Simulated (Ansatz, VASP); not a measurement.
**Os: VASP beside Ansatz**

Contents of INCAR:

```
SYSTEM = Os
  ALGO = Fast
  EDIFF = 1E-7
  ENCUT = 520
  GGA = PE
  ISIF = 2
  ISMEAR = 0
  LASPH = .True.
  LCHARG = .False.
  LREAL = .False.
  LWAVE = .False.
  NBANDS = 15
  NELM = 60
  PREC = Accurate
  SIGMA = 0.15
```

KPOINTS

```
k-points
0
Gamma
  18 18 12
  0 0 0
```

Contents of POSCAR:

```
Os
1.0
    2.7340999755      0.0000000000      0.0000000000
   -1.3670499878      2.3678000353      0.0000000000
    0.0000000000      0.0000000000      4.3197000000
Os
2
Direct
    0.2967582260      0.6666666667      0.2037004885
    0.6666666667      0.3333333333      0.7500000000
```

Input for Ansatz:

```yaml
crystal:
  lattice:
    - [2.7340999755, 0.0, 0.0]
    - [-1.3670499878, 2.3678000353, 0.0]
    - [0.0, 0.0, 4.3197]
  atoms:
    - { symbol: Os, position: [0.296758226, 0.6666666667, 0.2037004885] }
    - { symbol: Os, position: [0.6666666667, 0.3333333333, 0.75] }
basis:
  ecutwfc: 420
kpoints:
  mp_grid: { grid: [18, 18, 12] }
hamiltonian:
  xc: pbe
scf:
  occupations: { method: gaussian, width: 0.15 }
output:
  forces: true
  stress: true
  eigenvalues: true
```

Alike in both runs: task single point; functional PBE; k mesh 18 × 18 × 12; occupations gaussian, width 0.15 eV; no spin polarisation.

```csv
,VASP,Ansatz
version,VASP 6.6.1,Ansatz 0.2.0
potentials or method,"VASP PAW PBE potentials, release 64 (Os), cutoff 520 eV","scalar-relativistic, plane waves, PAW"
valence electrons in the cell,16,32
```

|  | VASP | Ansatz | Ansatz less VASP |
| --- | --- | --- | --- |
| gap on the k mesh at the Fermi level (eV) | none | none | - |
| pressure (GPa) | 19.6 | 19.3 | -0.31 |
| traceless stress, the component that is largest in VASP (GPa) | 10.09 | 10.26 | +0.166 |
| rms of the force components (eV/Å) | 2.325 | 2.344 | +0.0187 |

Atom by atom the forces differ by 0.019 eV/Å (rms over components). A gap of «none» marks a metal or a gap that the smearing closes. VASP's potentials hold 16 valence electrons a cell and Ansatz's 32, so a difference there can come from the potentials and not from the codes.

Neither program's run includes spin-orbit coupling.
